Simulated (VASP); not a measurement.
Input of a VASP 6.6.1 run:

File INCAR:

```
SYSTEM = BaZrO3
PREC = Accurate
ENCUT = 520
EDIFF = 1E-7
ISMEAR = 0
SIGMA = 0.05
LREAL = .FALSE.
LASPH = .TRUE.
NELM = 60
ALGO = Normal
ISIF = 2
LWAVE = .FALSE.
LCHARG = .FALSE.
GGA = PE
NBANDS = 28
```

Contents of KPOINTS:

```
regular mesh
0
G
  6 6 6
  0 0 0
```

The input POSCAR:

```
BaZrO3
1.0
    4.1815000000      0.0000000000      0.0000000000
    0.0000000000      4.1815000000      0.0000000000
    0.0000000000      0.0000000000      4.1815000000
Ba Zr O
1 1 3
Direct
    0.5295931333      0.4704068667      0.5000000000
    0.0000000000      0.0000000000      0.0000000000
    0.5000000000      0.0000000000      0.0000000000
    0.0000000000      0.5000000000      0.0000000000
    0.0000000000      0.0000000000      0.5000000000
```

Potentials or basis: VASP PAW PBE potentials, release 64 (Ba_sv, Zr_sv, O).

The run is started by

```console
$ cat potpaw_PBE.64/Ba_sv/POTCAR potpaw_PBE.64/Zr_sv/POTCAR potpaw_PBE.64/O/POTCAR > POTCAR
$ mpirun -np 1 vasp_std > vasp.out
```

(1) What does it give for the pressure?

(2) Predict the largest force.

(3) Estimate the band gap on the k mesh.

Answers

(1) 6.9 GPa.

(2) 0.762 eV/Å.

(3) 3.18 eV, indirect (least direct gap 3.39 eV).

Caveat: the cell differs from its parent crystal (all Ba atoms moved +0.175 Å, as atom 1 along Cartesian [1 -1 0]); spin-orbit coupling is left out, which moves the levels of the heavy elements.
